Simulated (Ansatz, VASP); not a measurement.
**BP in VASP and in Ansatz**

The input POSCAR:

```
BP
1.0
    0.0000000000      2.2683156689      2.2456325122
    2.2683156689      0.0000000000      2.2456325122
    2.2683156689      2.2683156689      0.0000000000
B P
1 1
Direct
    0.0000000000      0.0000000000      0.0000000000
    0.2500000000      0.2500000000      0.2500000000
```

The input INCAR.step1:

```
SYSTEM = BP
  PREC = Accurate
  ENCUT = 520
  EDIFF = 1E-5
  ISMEAR = 0
  SIGMA = 0.01
  LREAL = .False.
  LASPH = .True.
  NELM = 60
  ALGO = Normal
  ISIF = 2
  LWAVE = .True.
  LCHARG = .False.
  GGA = PE
  NBANDS = 11
```

Contents of INCAR.step2:

```
SYSTEM = BP
  PREC = Accurate
  ENCUT = 520
  EDIFF = 1E-7
  ISMEAR = 0
  SIGMA = 0.01
  LREAL = .False.
  LASPH = .True.
  NELM = 60
  ALGO = Normal
  ISIF = 2
  LWAVE = .False.
  LCHARG = .False.
  GGA = PE
  LHFCALC = .True.
  HFSCREEN = 0.2079
  PRECFOCK = Normal
  ISTART = 1
  NBANDS = 11
```

KPOINTS

```
regular mesh
0
Gamma
  6 6 6
  0 0 0
```

Input for Ansatz:

```yaml
crystal:
  lattice:
    - [0.0, 2.2683156689, 2.2456325122]
    - [2.2683156689, 0.0, 2.2456325122]
    - [2.2683156689, 2.2683156689, 0.0]
  atoms:
    - { symbol: B, position: [0.0, 0.0, 0.0] }
    - { symbol: P, position: [0.25, 0.25, 0.25] }
kpoints:
  mp_grid: { grid: [6, 6, 6] }
  band_path:
    path:
      - [0.0, 0.0, 0.0]
      - [-0.5, -0.5, 0.0]
      - [-0.375, -0.375, 0.25]
      - [-0.375, 0.0, 0.375]
      - [0.0, 0.0, 0.5]
      - [-0.5, -0.25, 0.25]
      - [0.414062, 0.414062, 0.0]
    npoints: 1
hamiltonian:
  xc: hse06
scf:
  occupations: { method: fixed }
  n_extra_bands: 4
output:
  forces: true
  stress: true
  eigenvalues: true
```

Change from the starting cell: uniaxial_z strain -1.0%.

Alike in both runs: task single point; functional HSE06; k mesh 6 × 6 × 6; no spin polarisation.

|  | VASP | Ansatz |
| --- | --- | --- |
| version | VASP 6.6.1 | Ansatz 0.2.0 |
| potentials or method | VASP PAW PBE potentials, release 64 (B, P) | plane waves, PAW |
| plane-wave cutoff (eV) | 520 | 420 |
| occupations | gaussian, width 0.01 eV | fixed |
| valence electrons in the cell | 8 | 8 |

VASP gave:

* gap on the k mesh at the Fermi level (eV): 1.89
* pressure (GPa): -0.2
* traceless stress, the component that is largest in VASP (GPa): 1.90

Question: Estimate Ansatz's values.

Answer: gap on the k mesh at the Fermi level (eV): 1.90; pressure (GPa): 0.4; traceless stress, the component that is largest in VASP (GPa): 1.90.

Ansatz's warnings: stress exchange threshold loose, stress scf threshold loose.
